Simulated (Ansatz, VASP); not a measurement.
## One calculation of Zn, two programs

```xyz
1
Lattice="-1.7493 1.5514 1.5514 1.5514 -1.7493 1.5514 1.5514 1.5514 -1.7493" Properties=species:S:1:pos:R:3 pbc="T T T"
Zn    0.0000    0.0000    0.0000
```

Alike in both runs: task single point; functional LDA; k mesh 22 × 22 × 22; occupations gaussian, width 0.15 eV; no spin polarisation.

|  | VASP | Ansatz |
| --- | --- | --- |
| version | VASP 6.6.1 | Ansatz 0.2.0 |
| potentials or method | VASP PAW LDA potentials, release 64 (Zn), cutoff 520 eV | scalar-relativistic, plane waves, PAW |
| valence electrons in the cell | 12 | 12 |

Ansatz gave:

```
gap on the k mesh at the Fermi level (eV)                     : none
pressure (GPa)                                                : -0.2
traceless stress, the component that is largest in VASP (GPa) : 6.26
```

Q: What did VASP give for the same quantities?

A: gap on the k mesh at the Fermi level (eV): none; pressure (GPa): 0.2; traceless stress, the component that is largest in VASP (GPa): 6.53.

LDA's correlation is that of Perdew and Zunger in VASP and of Perdew and Wang (1992) in Ansatz. A gap of «none» marks a metal or a gap that the smearing closes.
